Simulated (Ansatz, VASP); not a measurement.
One calculation of Ga, two programs

Contents of INCAR:

```
PREC     = Accurate       # precision mode
ENCUT    = 520            # plane-wave cutoff, eV
EDIFF    = 1E-6           # SCF threshold, eV
ISMEAR   = -1             # smearing method
SIGMA    = 0.05           # smearing width, eV
LREAL    = False          # projectors in reciprocal space
LASPH    = True           # aspherical terms in the spheres
NELM     = 100            # most SCF steps
ALGO     = Fast           # electronic algorithm
ISIF     = 2              # what is computed and relaxed
LWAVE    = False          # write WAVECAR
LCHARG   = False          # write CHGCAR
GGA      = CA             # functional
NBANDS   = 12             # bands
```

KPOINTS

```
regular mesh
0
Gamma
  10 10 10
```

The input POSCAR:

```
Ga
1.0
    2.7164800000      0.0000000000      0.0000000000
    0.0000000000      2.7164800000      0.0000000000
    0.0000000000      0.0000000000      2.7164800000
Ga
1
Direct
    0.0000000000      0.0000000000      0.0000000000
```

Contents of input.yaml:

```yaml
crystal:
  lattice:
    - [2.71648, 0.0, 0.0]
    - [0.0, 2.71648, 0.0]
    - [0.0, 0.0, 2.71648]
  atoms:
    - { symbol: Ga, position: [0.0, 0.0, 0.0] }
hamiltonian:
  xc: lda
  pseudopotentials: { kind: paw }
kpoints:
  mp_grid: { grid: [10, 10, 10] }
  band_path:
    path:
      - [[0.0, 0.0, 0.0], [0.0, 0.5, 0.0], [0.5, 0.5, 0.0], [0.0, 0.0, 0.0], [0.5, 0.5, 0.5], [0.0, 0.5, 0.0]]
      - [[0.5, 0.5, 0.0], [0.5, 0.5, 0.5]]
    npoints: 14
scf:
  occupations: { method: fermi_dirac, width: 0.05 }
  n_extra_bands: 6
output:
  forces: true
  stress: true
  eigenvalues: true
  fatbands: true
```

Alike in both runs: functional LDA; k mesh 10 × 10 × 10; occupations fermi-dirac, width 0.05 eV; no spin polarisation.

|  | VASP | Ansatz |
| --- | --- | --- |
| version | VASP 6.6.1 | Ansatz 0.2.0 |
| potentials or method | VASP PAW LDA potentials, release 64 (Ga_d) | Ansatz PAW |
| plane-wave cutoff (eV) | 520 | 420 |
| valence electrons in the cell | 13 | 13 |
| task | single point | band structure |

```tsv
	VASP	Ansatz	Ansatz less VASP
gap on the k mesh at the Fermi level (eV)	none	none	-
pressure (GPa)	-4.5	-4.7	-0.18
```

LDA's correlation is that of Perdew and Zunger in VASP and of Perdew and Wang (1992) in Ansatz. A gap of «none» marks a metal or a gap that the smearing closes.
